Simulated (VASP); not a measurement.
A run of VASP 6.6.1:

Contents of INCAR:

```
ALGO     = Normal         # electronic algorithm
EDIFF    = 1E-6           # SCF threshold, eV
ENCUT    = 520            # plane-wave cutoff, eV
GGA      = PE             # functional
ISIF     = 2              # what is computed and relaxed
ISMEAR   = 0              # smearing method
LASPH    = True           # aspherical terms in the spheres
LCHARG   = False          # write CHGCAR
LREAL    = False          # projectors in reciprocal space
LWAVE    = False          # write WAVECAR
NBANDS   = 12             # bands
NELM     = 60             # most SCF steps
PREC     = Accurate       # precision mode
SIGMA    = 0.01           # smearing width, eV
```

Contents of KPOINTS:

```
k-points
0
Gamma
  9 9 4
```

Contents of POSCAR:

```
LiH
1.0
    2.8362032479      0.0000000000      0.0000000000
   -1.4181016240      2.4562240630      0.0000000000
    0.0000000000      0.0000000000      4.9805753717
Li H
2 2
Direct
    0.0000000000      0.0000000000      0.0000000000
    0.0000000000      0.0000000000      0.5000000000
    0.3333333333      0.6666666667      0.2500000000
    0.6666666667      0.3333333333      0.7500000000
```

Potentials or basis: VASP PAW PBE potentials, release 64 (Li_sv, H).

Run with:

```sh
$ cat potpaw_PBE.64/Li_sv/POTCAR potpaw_PBE.64/H/POTCAR > POTCAR
$ mpirun -np 1 vasp_std > vasp.out
```

Hardware: 1 thread of Intel(R) Xeon(R) Platinum 8488C (Sapphire Rapids), on a shared host.

Task: Estimate the wall time of this run.

Result: It took 10 s on 1 thread of Intel(R) Xeon(R) Platinum 8488C (Sapphire Rapids), with other jobs on the host, peak memory 0.15 GiB. Counts: scf iterations 14, k points 36.
